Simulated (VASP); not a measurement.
# Fe in VASP: single point with PBE

Aim: the single point of Fe with PBE.

All numbers are computed with VASP 6.6.1; they aren't measurements. Logs are shortened: lines on timing, memory, paths and dates and some standing lists are left out, and cuts for length are marked.

## (1) The cell of the first run

The cell holds a slab with vacuum, 7 atoms: a = 2.452 Å, b = 2.452 Å, c = 27.013 Å, α = 90.00°, β = 90.00°, γ = 109.47°.

## (2) Single point, PBE, collinear spin, ferromagnetic start

Contents of INCAR:

```
SYSTEM = Fe
PREC = Accurate
ENCUT = 520
EDIFF = 1E-6
ISMEAR = 0
SIGMA = 0.1
LREAL = .FALSE.
LASPH = .TRUE.
NELM = 150
ALGO = Normal
ISIF = 2
LWAVE = .FALSE.
LCHARG = .FALSE.
ISPIN = 2
MAGMOM = 2.44 2.44 2.44 2.44 2.44 2.44 2.44
LORBIT = 11
LMAXMIX = 4
LDIPOL = .TRUE.
IDIPOL = 3
DIPOL = 0.5 0.5 0.500
GGA = PE
NBANDS = 41
KPAR = 4
```

Contents of KPOINTS:

```
regular mesh
0
G
  15 15 1
  0 0 0
```

Contents of POSCAR:

```
Fe
1.0
    2.4522199159      0.0000000000      0.0000000000
   -0.8174066386      2.3119751086      0.0000000000
    0.0000000000      0.0000000000     27.0133750618
Fe
7
Direct
    0.5000000000      0.5000000000      0.2776373700
    0.0000000000      0.0000000000      0.3516848238
    0.5000000000      0.5000000000      0.4261712766
    0.0000000000      0.0000000000      0.5000000011
    0.5000000000      0.5000000000      0.5738287238
    0.0000000000      0.0000000000      0.6483151740
    0.5000000000      0.5000000000      0.7223626308
```

Potentials or basis: VASP PAW PBE potentials, release 64 (Fe).

Run with:

```console
$ cat potpaw_PBE.64/Fe/POTCAR > POTCAR
$ mpirun -np 4 vasp_std > vasp.out
```

OUTCAR:

```text
SYSTEM = Fe
   PREC = Accurate
   ENCUT = 520
   EDIFF = 1E-6
   ISMEAR = 0
   LREAL = .FALSE.
   LASPH = .TRUE.
   NELM = 150
   ISIF = 2
   ISPIN = 2
   LORBIT = 11
   GGA = PE

 ion  position               nearest neighbor table
   1  0.500  0.500  0.278-   2 2.45   2 2.45   2 2.83   2 2.83
   2  0.000  0.000  0.352-   1 2.45   1 2.45   3 2.46   3 2.46   1 2.83   1 2.83   3 2.84   3 2.84

   3  0.500  0.500  0.426-   4 2.45   4 2.45   2 2.46   2 2.46   4 2.83   4 2.83   2 2.84   2 2.84

   4  0.000  0.000  0.500-   5 2.45   5 2.45   3 2.45   3 2.45   5 2.83   5 2.83   3 2.83   3 2.83

   5  0.500  0.500  0.574-   4 2.45   4 2.45   6 2.46   6 2.46   4 2.83   4 2.83   6 2.84   6 2.84

   6  0.000  0.000  0.648-   7 2.45   7 2.45   5 2.46   5 2.46   7 2.83   7 2.83   5 2.84   5 2.84

   7  0.500  0.500  0.722-   6 2.45   6 2.45   6 2.83   6 2.83

  LATTYP: Found a base centered orthorhombic cell.
 ALAT       =     2.8315796571
 B/A-ratio  =     1.4142135624
 C/A-ratio  =     9.5400371288

  Lattice vectors:

 A1 = (   2.4522199159,   0.0000000000,   0.0000000000)
 A2 = (  -0.8174066386,   2.3119751086,   0.0000000000)
 A3 = (   0.0000000000,   0.0000000000,  27.0133750618)

Analysis of symmetry for initial positions (statically):
=====================================================================
 Subroutine PRICEL returns:
 Original cell was already a primitive cell.

 Routine SETGRP: Setting up the symmetry group for a
 base centered orthorhombic supercell.

 Subroutine GETGRP returns: Found  8 space group operations
 (whereof  8 operations were pure point group operations)
 out of a pool of  8 trial point group operations.

The static configuration has the point symmetry D_2h.

Analysis of symmetry for dynamics (positions and initial velocities):
=====================================================================
 Subroutine PRICEL returns:
 Original cell was already a primitive cell.

 Routine SETGRP: Setting up the symmetry group for a
 base centered orthorhombic supercell.

 Subroutine GETGRP returns: Found  8 space group operations
 (whereof  8 operations were pure point group operations)
 out of a pool of  8 trial point group operations.

The dynamic configuration has the point symmetry D_2h.

Analysis of structural, dynamic, and magnetic symmetry:
=====================================================================
 Subroutine PRICEL returns:
 Original cell was already a primitive cell.

[... 164 lines left out ...]
  ---------------------------------------------------
  free energy    TOTEN  =       -55.98384672 eV

  energy without entropy =      -55.94627290  energy(sigma->0) =      -55.96505981

 E-fermi :   0.8453     XC(G=0):  -7.5469

 val. band max:        0.8432330860   @ k =  -0.4000   0.4000   0.0000
 cond. band min:       0.8464300339   @ k =   0.4667   0.2667   0.0000
 fundamental gap:      0.0031969480
 Fermi energy:         0.8452920683

 spin component 1

 k-point     1 :       0.0000    0.0000    0.0000
  band No.  band energies     occupation
      1      -7.4221      1.00000
      2      -6.9274      1.00000
      3      -6.1499      1.00000
      4      -5.2139      1.00000
      5      -4.4570      1.00000
      6      -4.1342      1.00000
[... 1021 lines left out ...]
     39       1.0098      0.01000
     40       1.9787      0.00000

 [... further k-points ...]

 spin component 2

 k-point     1 :       0.0000    0.0000    0.0000
  band No.  band energies     occupation
      1      -7.2526      1.00000
      2      -6.7304      1.00000
      3      -5.9135      1.00000
      4      -4.8736      1.00000
      5      -3.8350      1.00000
      6      -3.1089      1.00000
[... 1021 lines left out ...]
     39       3.0606      0.00000
     40       3.7585      0.00000

 [... further k-points ...]

 [bands above 40 left out]

------------------------ aborting loop because EDIFF is reached ----------------------------------------

 vacuum level on the upper side and lower side of the slab       (xc-potential included)        -0.001        -0.001

  FORCE on cell =-STRESS in cart. coord.  units (eV):
  Direction    XX          YY          ZZ          XY          YZ          ZX
  --------------------------------------------------------------------------------------
  -------------------------------------------------------------------------------------
  Total       -1.0058721     -1.2440412     -0.0424581     -0.3368220      0.0000000      0.0000000
  in kB      -10.5228147    -13.0143936     -0.4441701     -3.5236246      0.0000000      0.0000000
  external PRESSURE =      -7.9937928 kB  Pullay stress =       0.0000000 kB

 VOLUME and BASIS-vectors are now :
 -----------------------------------------------------------------------------
  energy-cutoff  :      520.00
  volume of cell :      153.15
      direct lattice vectors                 reciprocal lattice vectors
     2.452219916  0.000000000  0.000000000     0.407793768  0.144176869  0.000000000
    -0.817406639  2.311975109  0.000000000     0.000000000  0.432530608  0.000000000
     0.000000000  0.000000000 27.013375062     0.000000000  0.000000000  0.037018699

 POSITION                                       TOTAL-FORCE (eV/Angst)
 -----------------------------------------------------------------------------------
      0.81741      1.15599      7.49992        -0.000000      0.000000      0.010635
      0.00000      0.00000      9.50019         0.000000      0.000000     -0.008557
      0.81741      1.15599     11.51232        -0.000000      0.000000     -0.004920
      0.00000      0.00000     13.50669        -0.000000      0.000000      0.000000
      0.81741      1.15599     15.50105        -0.000000      0.000000      0.004920
      0.00000      0.00000     17.51318        -0.000000     -0.000000      0.008557
      0.81741      1.15599     19.51345         0.000000     -0.000000     -0.010635
 -----------------------------------------------------------------------------------
    total drift:                                0.000000      0.000000     -0.000001

  FREE ENERGIE OF THE ION-ELECTRON SYSTEM (eV)
  ---------------------------------------------------
  free  energy   TOTEN  =       -55.9838467162 eV

  energy  without entropy=      -55.9462729050  energy(sigma->0) =      -55.96505981

 vacuum level on the upper side and lower side of the slab         5.612         5.612

 total charge

# of ion       s       p       d       tot
------------------------------------------
    1        0.477   0.398   6.220   7.095
    2        0.484   0.532   6.251   7.267
    3        0.487   0.541   6.240   7.268
    4        0.489   0.548   6.240   7.276
    5        0.487   0.541   6.240   7.268
    6        0.484   0.532   6.251   7.267
    7        0.477   0.398   6.220   7.095
--------------------------------------------------
tot          3.384   3.490  43.662  50.537

 magnetization (x)

# of ion       s       p       d       tot
------------------------------------------
    1       -0.004  -0.016   2.569   2.549
    2       -0.015  -0.055   2.346   2.275
    3       -0.013  -0.057   2.247   2.176
    4       -0.013  -0.059   2.220   2.148
    5       -0.013  -0.057   2.247   2.176
    6       -0.015  -0.055   2.346   2.275
    7       -0.004  -0.016   2.569   2.549
--------------------------------------------------
tot         -0.079  -0.315  16.543  16.149
```

OSZICAR:

```text
N       E                     dE             d eps       ncg     rms          rms(c)
DAV:   1     0.471926564303E+03    0.47193E+03   -0.23962E+04 10496   0.150E+03
DAV:   2    -0.221034123149E+02   -0.49403E+03   -0.46545E+03 10507   0.347E+02
DAV:   3    -0.601027536602E+02   -0.37999E+02   -0.32424E+02 11928   0.131E+02
[... 29 lines left out ...]
DAV:  33    -0.559833600862E+02   -0.72365E-03   -0.35759E-05 11315   0.252E-02    0.151E-02
DAV:  34    -0.559836805416E+02   -0.32046E-03   -0.22663E-05 10682   0.149E-02    0.117E-02
DAV:  35    -0.559838308062E+02   -0.15026E-03   -0.18220E-05 10939   0.183E-02    0.773E-03
DAV:  36    -0.559838453375E+02   -0.14531E-04   -0.38242E-06  8977   0.857E-03    0.638E-03
DAV:  37    -0.559838469009E+02   -0.15634E-05   -0.10130E-06  8002   0.706E-03    0.431E-03
DAV:  38    -0.559838467162E+02    0.18472E-06   -0.41943E-07  5722   0.619E-03
   1 F= -.55983847E+02 E0= -.55965060E+02  d E =-.375738E-01  mag=    16.2571
```

stdout:

```text
POSCAR found type information on POSCAR Fe
 POSCAR found :  1 types and       7 ions
 scaLAPACK will be used
 LDA part: xc-table for (Slater+PW92), standard interpolation
 POSCAR, INCAR and KPOINTS ok, starting setup
 FFT: planning ... GRIDC
[... 16 lines left out ...]
|     the parameter NBANDS in file INCAR to ensure that the highest band      |
|     is unoccupied at all k-points. It is always recommended to include      |
|     a few unoccupied bands to accelerate the convergence of                 |
|     molecular-dynamics runs (even for insulators or semiconductors),        |
|     since the presence of unoccupied bands improves wavefunction            |
|     prediction and helps to suppress 'band-crossings'.                      |
|                                                                             |
 -----------------------------------------------------------------------------
```

Wall time 6.4 min (4 MPI ranks of Oxide Virtual Turin-like, shared host); peak memory 0.66 GiB.

Results:

```yaml
Free_energy: -55.9838 eV
Largest_force: 0.011 eV/Å
Net_moment: 16.26 μB per cell
Site_moments: Fe +2.55, +2.27, +2.18, +2.15 (each value once) μB
Valence_electrons_inside_the_program's_atomic_spheres: Fe 7.09, 7.27, 7.28 (each value once)
```

Forces on the atoms (eV/Å):
```
Fe   0.000  0.000  0.011
Fe   0.000  0.000 -0.009
Fe   0.000  0.000 -0.005
Fe   0.000  0.000  0.000
Fe   0.000  0.000  0.005
Fe   0.000  0.000  0.009
Fe   0.000  0.000 -0.011
```

Caveat: the highest band is partly filled, so the run has too few bands.
